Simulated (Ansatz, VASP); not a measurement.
One calculation of CsI, two programs

```
CELL_PARAMETERS angstrom
4.56670 0.00000 0.00000
0.00000 4.56670 0.00000
0.00000 0.00000 4.52103
ATOMIC_POSITIONS crystal
Cs 0.00000 0.00000 0.00000
I 0.50000 0.50000 0.50000
```

Change from the starting cell: zz strain of -1 %, crystal datasets.

Alike in both runs: task electric field gradients; functional LDA; k mesh 7 × 7 × 7; occupations fermi-dirac, width 0.01 eV; no spin polarisation.

```csv
,VASP,Ansatz
version,VASP 6.6.1,Ansatz 0.2.0
potentials or method,"VASP PAW LDA potentials, release 64 (Cs_sv, I), cutoff 400 eV","all-electron PAW with datasets made for the crystal, scalar-relativistic"
```

```tsv
	VASP	Ansatz	Ansatz less VASP
gap on the k mesh at the Fermi level (eV)	3.57	3.56	-0.009
pressure (GPa)	-1.3	-1.3	-0.04
traceless stress, the component that is largest in VASP (GPa)	0.12	0.12	0.000
size of Vzz on the site where it differs most (V/Å²)	6.6	6.8	+0.19
```

LDA's correlation is that of Perdew and Zunger in VASP and of Perdew and Wang (1992) in Ansatz. Ansatz ran all-electron here, and VASP with PAW potentials.

Neither program's run includes spin-orbit coupling.
